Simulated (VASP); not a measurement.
Here is a VASP 6.6.1 calculation.

File INCAR:

```
ALGO     = Normal         # electronic algorithm
EDIFF    = 1E-6           # SCF threshold, eV
ENCUT    = 500            # plane-wave cutoff, eV
GGA      = PS             # functional
GGA_COMPAT= F            
ISIF     = 2              # what is computed and relaxed
ISMEAR   = -1             # smearing method
IVDW     = 12             # dispersion correction
LASPH    = T              # aspherical terms in the spheres
LCHARG   = F              # write CHGCAR
LREAL    = F              # projectors in reciprocal space
LWAVE    = F              # write WAVECAR
NBANDS   = 46             # bands
NELM     = 120            # most SCF steps
PREC     = Accurate       # precision mode
SIGMA    = 0.1            # smearing width, eV
```

KPOINTS

```
k-points
0
Gamma
  4 4 2
```

File POSCAR:

```
HgTe
1.0
    2.9925200000     -3.4669300000      0.0000000000
    2.9925200000      3.4669300000      0.0000000000
    0.0000000000      0.0000000000     11.5963200000
Hg Te
4 4
Direct
    0.3430500000      0.6569500000      0.3750000000
    0.6569500000      0.3430500000      0.1250000000
    0.3430500000      0.6569500000      0.8750000000
    0.6569500000      0.3430500000      0.6250000000
    0.7848100000      0.2151900000      0.3750000000
    0.2151900000      0.7848100000      0.1250000000
    0.7848100000      0.2151900000      0.8750000000
    0.2151900000      0.7848100000      0.6250000000
```

Potentials or basis: VASP PAW PBE potentials, release 64 (Hg, Te).

Launch:

```bash
$ cat potpaw_PBE.64/Hg/POTCAR potpaw_PBE.64/Te/POTCAR > POTCAR
$ mpirun -np 1 vasp_std > vasp.out
```

Estimate the largest force.

0.143 eV/Å.

Predict the pressure.

-5.2 GPa.

Forces on the atoms (eV/Å):
```
Hg   0.000 -0.005  0.000
Hg   0.000  0.005  0.000
Hg   0.000 -0.005  0.000
Hg   0.000  0.005  0.000
Te   0.000  0.143  0.000
Te   0.000 -0.143  0.000
Te   0.000  0.143  0.000
Te   0.000 -0.143  0.000
```

Caveat: the cell stands under tension; the PAW data sets were made with another functional, which shifts forces and pressure a little.
